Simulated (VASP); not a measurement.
## ScSb2P3: relaxation of cell and atoms with PBE

Crystal: ScSb2P3.

```
Sc Sb P
1.0
     3.53435    0.00000    0.00000
     0.00000    3.53435    0.00000
     0.00000    0.00000   10.63380
Sc Sb P
1 2 3
Direct
  0.00000 0.00000 0.00000
  0.50000 0.50000 0.25002
  0.50000 0.50000 0.74998
  0.00000 0.50000 0.50000
  0.50000 0.00000 0.50000
  0.50000 0.50000 0.00000
```

The cell was generated, and may not be a known phase.

```json
{
 "Program": "VASP 6.6.1",
 "Task": "relaxation of cell and atoms",
 "Functional": "PBE",
 "Potentials or basis": "VASP PAW PBE potentials, release 64 (Sc_sv, Sb, P)",
 "Cutoff": "600 eV",
 "k mesh": "6 × 6 × 2",
 "Occupations": "gaussian, width 0.1 eV",
 "Spin": "no spin polarisation",
 "Dipole correction": "no",
 "Further INCAR settings": "ALGO = Fast; EDIFF = 1e-06; IBRION = 2; EDIFFG = -0.04; NSW = 90; ISIF = 3"
}
```

```
Relaxed volume                        : 22.39 Å³/atom
Relaxed cell                          : a = 3.554 Å, b = 3.554 Å, c = 10.640 Å, α = 90.00°, β = 90.00°, γ = 90.00°
Space group after relaxing (to 0.1 Å) : P4/mmm (No. 123)
Energy gained by relaxing             : 12.1 meV/atom
Ionic steps                           : 6
Pressure after relaxing               : -0.1 GPa
Largest force after relaxing          : 0.028 eV/Å
Band gap on the k mesh                : zero (bands 18 and 19 overlap by 2.51 eV)
```

Forces on the atoms (eV/Å):
```
Sc   0.000  0.000  0.000
Sb   0.000  0.000  0.028
Sb   0.000  0.000 -0.028
P    0.000  0.000  0.000
P    0.000  0.000  0.000
P    0.000  0.000  0.000
```

Stress tensor (GPa, compression positive):
```
-0.12  0.00  0.00
 0.00 -0.12  0.00
 0.00  0.00  0.00
```

Step by step:
| step | energy change (eV) | largest force (eV/Å) | pressure (GPa) | volume (Å³) |
| --- | --- | --- | --- | --- |
| 1 | 0.0000 | 0.5623 | 0.68 | 132.83 |
| 2 | -0.0289 | 0.3912 | -0.27 | 134.65 |
| 3 | -0.0349 | 0.2741 | -1.01 | 136.21 |
| 4 | -0.0566 | 0.1761 | -0.47 | 135.06 |
| 5 | -0.0690 | 0.0292 | 0.39 | 133.52 |
| 6 | -0.0729 | 0.0280 | -0.08 | 134.35 |

Final structure:
```yaml
crystal:
  lattice:
    - [3.55351, 0.00000, 0.00000]
    - [0.00000, 3.55351, 0.00000]
    - [0.00000, 0.00000, 10.63986]
  atoms:
    - { symbol: Sc, position: [0.00000, 0.00000, 0.00000] }
    - { symbol: Sb, position: [0.50000, 0.50000, 0.26247] }
    - { symbol: Sb, position: [0.50000, 0.50000, 0.73753] }
    - { symbol: P, position: [0.00000, 0.50000, 0.50000] }
    - { symbol: P, position: [0.50000, 0.00000, 0.50000] }
    - { symbol: P, position: [0.50000, 0.50000, 0.00000] }
```

Levels at points of the mesh, in eV from the Fermi level:
```tsv
k point	band 15	band 16	band 17	band 18	band 19	band 20	band 21	band 22
(0.00, 0.00, 0.00)	-0.73	-0.51	-0.51	1.00	1.00	1.40	1.45	2.37
(0.50, 0.00, 0.00)	-1.29	-0.81	-0.78	-0.42	-0.02	0.89	1.41	2.03
(0.50, 0.50, 0.00)	-3.57	-2.91	-1.17	-1.17	-0.49	-0.49	1.21	1.84
(0.00, 0.00, 0.50)	-0.54	-0.54	1.13	1.25	1.25	1.40	1.46	1.90
(0.50, 0.00, 0.50)	-2.59	-1.30	-0.81	-0.51	0.42	0.91	2.25	2.53
(0.50, 0.50, 0.50)	-2.69	-2.37	-2.37	-1.60	-0.26	1.04	1.10	1.10
```

Run time: 9.7 min on 1 thread of Oxide Virtual Turin-like Processor, on a shared host, peak memory 0.28 GiB.

Caveat: spin-orbit coupling is left out, which moves the levels of the heavy elements.
